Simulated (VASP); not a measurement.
# Al (P-1) in VASP: single point with PBEsol

Aim: the single point of Al with PBEsol.

Everything below comes from runs of VASP 6.6.1. Logs are shortened: lines on timing, memory, paths and dates and some standing lists are left out, and cuts for length are marked.

## 1. The cell of the first run

The typed cell holds 1 atom: a = 2.828 Å, b = 2.844 Å, c = 2.819 Å, α = 119.58°, β = 119.89°, γ = 90.13°.

## 2. Single point, PBEsol (cell sheared at random, sigma 0.1, atoms nudged by 0.01 Å, then relaxed in part)

Input file INCAR:

```
SYSTEM = Al
PREC = Accurate ; ENCUT = 520
EDIFF = 1E-6 ; ISMEAR = 0
SIGMA = 0.15 ; LREAL = .False.
LASPH = .True. ; NELM = 60
ALGO = Fast ; ISIF = 2
LWAVE = .False. ; LCHARG = .True.
GGA = PS ; LELF = .True.
LVHAR = .True. ; NBANDS = 8
```

Input file KPOINTS:

```
Automatic mesh
0
Gamma
  14 14 14
  0 0 0
```

Input file POSCAR:

```
Al
1.0
   -1.4422497492      1.4130415155      1.9803442380
    1.4073070795     -1.4158767370      2.0257672176
    1.4417424689      1.4152080936     -1.9663861274
Al
1
Direct
    0.0000000000      0.0000000000      0.0000000000
```

Potentials or basis: VASP PAW PBE potentials, release 64 (Al).

Launch:

```
$ cat potpaw_PBE.64/Al/POTCAR > POTCAR
$ mpirun -np 1 vasp_std > vasp.out
```

OUTCAR:

```text
SYSTEM = Al
   PREC = Accurate
   ENCUT = 520
   EDIFF = 1E-6
   ISMEAR = 0
   LREAL = .False.
   LASPH = .True.
   NELM = 60
   ISIF = 2
   GGA = PS

 ion  position               nearest neighbor table
   1  0.000  0.000  0.000-

  LATTYP: Found a triclinic cell.
 ALAT       =     2.8281679520
 B/A-ratio  =     1.0000410675
 C/A-ratio  =     1.0076022467
 COS(alpha) =     0.0003111180
 COS(beta)  =     0.4953743638
 COS(gamma) =     0.5031724987

  Lattice vectors:

 A1 = (  -1.4422497492,   1.4130415155,   1.9803442380)
 A2 = (  -0.0005072803,   2.8282496091,   0.0139581106)
 A3 = (  -2.8490495484,   0.0006686434,  -0.0593810902)

Analysis of symmetry for initial positions (statically):
=====================================================================
 Subroutine PRICEL returns:
 Original cell was already a primitive cell.

 Routine SETGRP: Setting up the symmetry group for a
 triclinic supercell.

 Subroutine GETGRP returns: Found  2 space group operations
 (whereof  2 operations were pure point group operations)
 out of a pool of  2 trial point group operations.

The static configuration has the point symmetry S_2 .

Analysis of symmetry for dynamics (positions and initial velocities):
=====================================================================
 Subroutine PRICEL returns:
 Original cell was already a primitive cell.

 Routine SETGRP: Setting up the symmetry group for a
 triclinic supercell.

 Subroutine GETGRP returns: Found  2 space group operations
 (whereof  2 operations were pure point group operations)
 out of a pool of  2 trial point group operations.

The dynamic configuration has the point symmetry S_2 .

 Subroutine INISYM returns: Found  2 space group operations
 (whereof  2 operations are pure point group operations),
 and found     1 'primitive' translations

----------------------------------------------------------------------------------------

                                     Primitive cell

  volume of cell :      16.1433

  direct lattice vectors                    reciprocal lattice vectors
    -1.442249749  1.413041516  1.980344238    -0.005124231  0.352341723  0.249823282
     1.407307080 -1.415876737  2.025767218     0.345728478 -0.001184797  0.252633340
     1.441742469  1.415208094 -1.966386127     0.351008211  0.353622194  0.003311880

  length of vectors
     2.828167952  2.844108467  2.819239205     0.431952103  0.428197605  0.498263373

  position of ions in fractional coordinates (direct lattice)
     0.000000000  0.000000000  0.000000000

  ion indices of the primitive-cell ions
   primitive index   ion index
                 1           1

----------------------------------------------------------------------------------------

 KPOINTS: Automatic mesh

Automatic generation of k-mesh.
 Grid dimensions read from file:
 generate k-points for:   14   14   14

 Generating k-lattice:

  Cartesian coordinates                     Fractional coordinates (reciprocal lattice)
    -0.000366016  0.025167266  0.017844520     0.071428571 -0.000000000  0.000000000
     0.024694891 -0.000084628  0.018045239     0.000000000  0.071428571  0.000000000
     0.025072015  0.025258728  0.000236563     0.000000000 -0.000000000  0.071428571

  Length of vectors
     0.030853722  0.030585543  0.035590241

  Shift w.r.t. Gamma in fractional coordinates (k-lattice)
     0.000000000  0.000000000  0.000000000

 Subroutine IBZKPT returns following result:
 ===========================================

 Found   1376 irreducible k-points:

 Following reciprocal coordinates:
            Coordinates               Weight
  0.000000  0.000000  0.000000      1.000000
  0.071429  0.000000  0.000000      2.000000
  0.142857  0.000000  0.000000      2.000000
  0.214286 -0.000000  0.000000      2.000000
  0.285714  0.000000  0.000000      2.000000
  0.357143  0.000000 -0.000000      2.000000
[... 16 lines left out ...]
 -0.000000  0.142857  0.000000      2.000000
  0.071429  0.142857  0.000000      2.000000
 [... further k-points ...]
   k-points           NKPTS =   1376   k-points in BZ     NKDIM =   1376   number of bands    NBANDS=      8
   number of dos      NEDOS =    301   number of ions     NIONS =      1
   total plane-waves  NPLWV =  13824
   dimension x,y,z NGX =    24 NGY =   24 NGZ =   24
   dimension x,y,z NGXF=    48 NGYF=   48 NGZF=   48
   ions per type =               1
   NGX,Y,Z   is equivalent  to a cutoff of  14.11, 14.03, 14.15 a.u.
   NGXF,Y,Z  is equivalent  to a cutoff of  28.22, 28.06, 28.30 a.u.
 SYSTEM =  Al
   PREC   = accura    normal or accurate (medium, high low for compatibility)
   ISTART =      0    job   : 0-new  1-cont  2-samecut
   ICHARG =      2    charge: 1-file 2-atom 10-const
   ISPIN  =      1    spin polarized calculation?
   LNONCOLLINEAR =      F non collinear calculations
   LSORBIT =      F    spin-orbit coupling
   LASPH  =      T    aspherical Exc in radial PAW
   ENCUT  =  520.0 eV  38.22 Ry    6.18 a.u.   5.26  5.29  5.24*2*pi/ulx,y,z
   NELM   =     60;   NELMIN=  2; NELMDL= -5     # of ELM steps
   EDIFF  = 0.1E-05   stopping-criterion for ELM
   LREAL  =      F    real-space projection
   EDIFFG = 0.1E-04   stopping-criterion for IOM
   NSW    =      0    number of steps for IOM
   IBRION =     -1    ionic relax: 0-MD 1-quasi-New 2-CG
   NFREE  =      0    steps in history (QN), initial steepest desc. (CG)
   ISIF   =      2    stress and relaxation
   ISYM   =      2    0-nonsym 1-usesym 2-fastsym
   POTIM  = 0.5000    time-step for ionic-motion
   TEBEG  =    0.0;   TEEND  =   0.0 temperature during run
   PSTRESS=    0.0 pullay stress
   NELECT =       3.0000    total number of electrons
   NUPDOWN=      -1.0000    fix difference up-down
   EMIN   =  10.00;   EMAX   =-10.00  energy-range for DOS
   EFERMI =   0.00;   METHOD = LEGACY
   ISMEAR =     0;   SIGMA  =   0.15  broadening in eV -4-tet -1-fermi 0-gaus
   EFERMI_NEDOS =   21; number of points for ismear=-14 and -15
   IALGO  =     68    algorithm
   IMIX   =      4    mixing-type and parameters
     AMIX     =   0.40;   BMIX     =  1.00
     AMIX_MAG =   1.60;   BMIX_MAG =  1.00
  volume/ion in A,a.u.               =      16.14       108.94
  Fermi-wavevector in a.u.,A,eV,Ry     =   0.934225  1.765429 11.874845  0.872776
  Thomas-Fermi vector in A             =   2.061008
   LORBIT       =      0    0 simple, 1 ext, 2 COOP (PROOUT), +10 PAW based schemes
   GGA     = PS    functional components
   LHFCALC =     F    Hartree Fock is set to
   AEXX    =    0.0000 exact exchange contribution
   IVDW    =     0    specifies the selected vdW correction
   LEPSILON=     F    determine dielectric tensor
   LRPA    =     F    only Hartree local field effects (RPA)
 non-spin polarized calculation
 RMM-DIIS sequential band-by-band and
 Gauss-broadening in eV      SIGMA  =   0.15
  energy-cutoff  :      520.00
  volume of cell :       16.14
 maximum number of plane-waves:       447
 NGX is ok and might be reduce to    24
   NGX = 11   NGY = 11   NGZ = 11

 number of electron       3.0000000 magnetization

 Free energy of the ion-electron system (eV)
  ---------------------------------------------------
  ext. energy  EPLUGINS =         0.00000000
  ---------------------------------------------------
  free energy    TOTEN  =        -4.08766919 eV

  energy without entropy =       -4.08248130  energy(sigma->0) =       -4.08507525

 E-fermi :   8.1510     XC(G=0): -10.3370

 val. band max:        8.1499073175   @ k =   0.3571  -0.3571   0.3571
 cond. band min:       8.1526157150   @ k =   0.5000   0.2857   0.5000
 fundamental gap:      0.0027083975
 Fermi energy:         8.1510033746

 k-point     1 :       0.0000    0.0000    0.0000
  band No.  band energies     occupation
      1      -3.1028      2.00000
      2      20.6270      0.00000
      3      20.9677      0.00000
      4      21.0880      0.00000
      5      22.2352      0.00000
      6      22.6374      0.00000
      7      22.7600      0.00000
      8      24.8549      0.00000

 k-point     2 :       0.0714    0.0000    0.0000
  band No.  band energies     occupation
      1      -2.9620      2.00000
      2      18.7848      0.00000
      3      20.2530      0.00000
      4      20.6502      0.00000
      5      22.8594      0.00000
      6      23.2743      0.00000
      7      23.4163      0.00000
      8      26.2700      0.00000

 k-point     3 :       0.1429    0.0000    0.0000
  band No.  band energies     occupation
      1      -2.5404      2.00000
      2      15.8741      0.00000
      3      19.6343      0.00000
      4      20.0194      0.00000
      5      23.0381      0.00000
      6      24.1433      0.00000
      7      24.5359      0.00000
      8      25.6381      0.00000

 k-point     4 :       0.2143   -0.0000    0.0000
  band No.  band energies     occupation
      1      -1.8407      2.00000
      2      13.0311      0.00000
      3      19.1796      0.00000
      4      19.5464      0.00000
      5      22.8136      0.00000
      6      23.6779      0.00000
      7      23.8718      0.00000
      8      26.1878      0.00000

 k-point     5 :       0.2857    0.0000    0.0000
  band No.  band energies     occupation
      1      -0.8670      2.00000
      2      10.3588      0.00000
      3      18.9400      0.00000
      4      19.2867      0.00000
      5      22.3655      0.00000
      6      22.5782      0.00000
      7      22.6988      0.00000
      8      26.5416      0.00000

 k-point     6 :       0.3571    0.0000   -0.0000
  band No.  band energies     occupation
      1       0.3749      2.00000
      2       7.8928      1.98507
      3      18.9282      0.00000
      4      19.2541      0.00000
      5      21.2296      0.00000
      6      21.4582      0.00000
      7      22.7490      0.00000
      8      25.3702      0.00000

 k-point     7 :       0.4286   -0.0000    0.0000
  band No.  band energies     occupation
      1       1.8773      2.00000
      2       5.6530      2.00000
      3      19.1476      0.00000
      4      19.4537      0.00000
      5      20.3079      0.00000
      6      20.5569      0.00000
      7      23.0348      0.00000
      8      24.3803      0.00000
[... 133 lines left out ...]
 k-point    20 :      -0.2143    0.0714    0.0000
  band No.  band energies     occupation
      1      -1.9771      2.00000
      2      14.0352      0.00000
      3      18.3347      0.00000
      4      19.6034      0.00000
      5      22.0778      0.00000
      6      23.4273      0.00000
      7      24.2653      0.00000
      8      25.7247      0.00000

 k-point    21 :      -0.1429    0.0714    0.0000
  band No.  band energies     occupation
      1      -2.5858      2.00000
      2      16.8841      0.00000
      3      18.9137      0.00000
      4      19.8204      0.00000
      5      22.1725      0.00000
      6      23.8935      0.00000
      7      24.3470      0.00000
      8      25.6313      0.00000

 k-point    22 :      -0.0714    0.0714   -0.0000
  band No.  band energies     occupation
      1      -2.9156      2.00000
      2      19.2728      0.00000
      3      19.7073      0.00000
      4      19.7813      0.00000
      5      22.1178      0.00000
      6      24.0196      0.00000
      7      24.4025      0.00000
      8      25.6517      0.00000

 k-point    23 :      -0.0000    0.1429    0.0000
  band No.  band energies     occupation
      1      -2.5502      2.00000
      2      15.5731      0.00000
      3      19.9503      0.00000
      4      20.0665      0.00000
      5      23.1519      0.00000
      6      24.3356      0.00000
      7      24.4539      0.00000
      8      25.7958      0.00000

 k-point    24 :       0.0714    0.1429    0.0000
  band No.  band energies     occupation
      1      -2.2270      2.00000
      2      14.6842      0.00000
      3      17.5408      0.00000
      4      21.3765      0.00000
      5      23.3138      0.00000
      6      23.9354      0.00000
      7      24.4364      0.00000
      8      25.0412      0.00000

 [... further k-points ...]

------------------------ aborting loop because EDIFF is reached ----------------------------------------

  FORCE on cell =-STRESS in cart. coord.  units (eV):
  Direction    XX          YY          ZZ          XY          YZ          ZX
  --------------------------------------------------------------------------------------
  -------------------------------------------------------------------------------------
  Total        0.0020705      0.0042090      0.0138629     -0.0025406     -0.0035530      0.0015094
  in kB        0.2054911      0.4177340      1.3758591     -0.2521484     -0.3526252      0.1498086
  external PRESSURE =       0.6663614 kB  Pullay stress =       0.0000000 kB

 VOLUME and BASIS-vectors are now :
 -----------------------------------------------------------------------------
  energy-cutoff  :      520.00
  volume of cell :       16.14
      direct lattice vectors                 reciprocal lattice vectors
    -1.442249749  1.413041516  1.980344238    -0.005124231  0.352341723  0.249823282
     1.407307080 -1.415876737  2.025767218     0.345728478 -0.001184797  0.252633340
     1.441742469  1.415208094 -1.966386127     0.351008211  0.353622194  0.003311880

 POSITION                                       TOTAL-FORCE (eV/Angst)
 -----------------------------------------------------------------------------------
      0.00000      0.00000      0.00000        -0.000000      0.000000      0.000000
 -----------------------------------------------------------------------------------
    total drift:                                0.000000      0.000000      0.000000

  FREE ENERGIE OF THE ION-ELECTRON SYSTEM (eV)
  ---------------------------------------------------
  free  energy   TOTEN  =        -4.0876691942 eV

  energy  without entropy=       -4.0824813011  energy(sigma->0) =       -4.08507525
```

Run time: 50 s. Hardware: 1 thread of Intel Xeon 6975P-C (Granite Rapids), shared host; peak memory 0.26 GiB.

What came out:

```yaml
Free_energy: -4.0877 eV
Pressure: 0.1 GPa
```

Caveat: the cell differs from its parent crystal (cell sheared at random, sigma 0.1, atoms nudged by 0.01 Å, then relaxed in part); the PAW data sets were made with another functional, which shifts forces and pressure a little.
